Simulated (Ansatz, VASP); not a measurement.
Hg in VASP and in Ansatz

```
Hg
1.0
     5.15219    0.00000    0.00000
    -2.57609    4.46193    0.00000
     0.00000    0.00000    8.32607
Hg
2
Direct
  0.33333 0.66667 0.25000
  0.66667 0.33333 0.75000
```

Alike in both runs: functional RPBE; k mesh 11 × 11 × 6; occupations fermi-dirac, width 0.1 eV; no spin polarisation.

Ansatz relaxed the structure, and its values are those at the end. VASP's run is a single point on that final structure, the one shown.

```csv
,VASP,Ansatz
version,VASP 6.6.1,Ansatz 0.2.0
potentials or method,"VASP PAW PBE potentials, release 64 (Hg), cutoff 520 eV","plane waves (420 eV) with PAW, scalar-relativistic"
valence electrons in the cell,24,40
```

Ansatz gave:

* gap on the k mesh at the Fermi level (eV): 4.12
* pressure (GPa): 0.0

Task: What did VASP give for the same quantities?

Result: gap on the k mesh at the Fermi level (eV): 4.13; pressure (GPa): 0.0.

VASP's potentials were made for PBE, not for RPBE. VASP's potentials hold 24 valence electrons a cell and Ansatz's 40, so a difference there can come from the potentials and not from the codes. Ansatz's warnings: xc potential rough in thin density.

Spin-orbit coupling is off throughout.
